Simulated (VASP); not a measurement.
Wanted: the native input for a VASP 6.6.1 run.

* Task: single point
* Functional: PBE
* Potentials or basis: VASP PAW PBE potentials, release 64 (Zn, Tl_d)
* Cutoff: 520 eV
* k mesh: 18 × 18 × 8
* Occupations: gaussian, width 0.1 eV
* Spin: no spin polarisation
* Dipole correction: no
* Further INCAR settings: ALGO = Fast; EDIFF = 1e-07; NBANDS = 26

The structure of TlZn2 lies in POSCAR:

```
TlZn2
1.0
    3.4104454304      0.0000000000      0.0000000000
   -1.7052227152      2.9535323809      0.0000000000
    0.0000000000      0.0000000000      6.4133927561
Zn Tl
2 1
Direct
    0.3333333333      0.6666666667      0.8642617888
    0.6666666667      0.3333333333      0.1357382112
    0.0000000000      0.0000000000      0.5000000000
```

The cell was built from a structure type or drawn by symmetry, and may not be a known phase.

One way to write it, as run:

INCAR

```
SYSTEM = TlZn2
ALGO = Fast
EDIFF = 1E-7
ENCUT = 520
GGA = PE
ISIF = 2
ISMEAR = 0
LASPH = .TRUE.
LCHARG = .TRUE.
LELF = .TRUE.
LREAL = .FALSE.
LVHAR = .TRUE.
LWAVE = .FALSE.
NBANDS = 26
NELM = 100
PREC = Accurate
SIGMA = 0.1
```

KPOINTS

```
k-points
0
G
  18 18 8
  0 0 0
```

Potentials or basis: VASP PAW PBE potentials, release 64 (Zn, Tl_d).

Launch:

```sh
$ cat potpaw_PBE.64/Zn/POTCAR potpaw_PBE.64/Tl_d/POTCAR > POTCAR
$ mpirun -np 1 vasp_std > vasp.out
```

Results of the run:

The pressure is 0.1 GPa, the largest force is 0.006 eV/Å and the band gap on the k mesh is zero (an odd number of electrons rules out a gap without spin polarisation).

Caveat: spin-orbit coupling is left out, which moves the levels of the heavy elements.

It took 11 min on 1 thread of Intel Xeon 8259CL (shared host), peak memory 0.51 GiB.
